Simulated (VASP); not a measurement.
The system is CuO.

```
Cu O
1.0
     2.34465   -1.71340    0.00000
     2.34465    1.71340    0.00000
    -0.86055    0.00000    5.05944
Cu O
2 2
Direct
  0.00320 0.49680 0.00000
  0.49680 0.00320 0.50000
  0.57140 0.40560 0.25370
  0.40560 0.57140 0.75370
```

Base run:

* Program: VASP 6.6.1
* Functional: r2SCAN
* Potentials or basis: VASP PAW PBE potentials, release 64 (Cu, O)
* Cutoff: 520 eV
* k mesh: 10 × 10 × 5
* Occupations: fermi-dirac, width 0.05 eV
* Spin: no spin polarisation

Its results: band gap on the k mesh zero (bands 17 and 18 overlap by 0.59 eV); pressure -0.3 GPa; largest force 0.767 eV/Å.

Problem. The run is repeated on the same cell with these changes: functional from r2SCAN to PBE; k mesh from 10 × 10 × 5 to 4 × 4 × 3. What comes out?

Solution. Band gap on the k mesh zero (bands 17 and 18 overlap by 0.31 eV); pressure 6.4 GPa; largest force 0.784 eV/Å.

Several settings changed at once.

Caveats: some runs use coarse meshes; semilocal functionals often make such compounds metallic where correlation or magnetic order opens a gap, which also shifts bond lengths; the PAW data sets were made with another functional, which shifts forces and pressure a little (at least some runs); semilocal functionals underestimate gaps, and a narrow one can read as zero (at least some runs).
